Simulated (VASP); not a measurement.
Input of a VASP 6.6.1 run:

The input INCAR:

```
SYSTEM = BN
ALGO = Normal
EDIFF = 1E-7
ENCUT = 520
GGA = PE
ISIF = 2
ISMEAR = 0
LASPH = .TRUE.
LCHARG = .FALSE.
LREAL = .FALSE.
LWAVE = .FALSE.
NBANDS = 16
NELM = 80
PREC = Accurate
SIGMA = 0.01
```

KPOINTS

```
k-points
0
G
  12 12 8
  0 0 0
```

The input POSCAR:

```
BN
1.0
    2.5545699676      0.0000000000      0.0000000000
   -1.2772849838      2.2123224877      0.0000000000
    0.0000000000      0.0000000000      4.2245350943
B N
2 2
Direct
    0.3333333333      0.6666666667     -0.0000607407
    0.6666666667      0.3333333333      0.4999392593
    0.3333333333      0.6666666667      0.3745607407
    0.6666666667      0.3333333333      0.8745607407
```

Potentials or basis: VASP PAW PBE potentials, release 64 (B, N).

The run is started by

```bash
$ cat potpaw_PBE.64/B/POTCAR potpaw_PBE.64/N/POTCAR > POTCAR
$ mpirun -np 1 vasp_std > vasp.out
```

(1) Predict the pressure.

(2) What does it give for the band gap on the k mesh?

## Answers

(1) 0.2 GPa.

(2) 5.21 eV, indirect (least direct gap 8.24 eV).
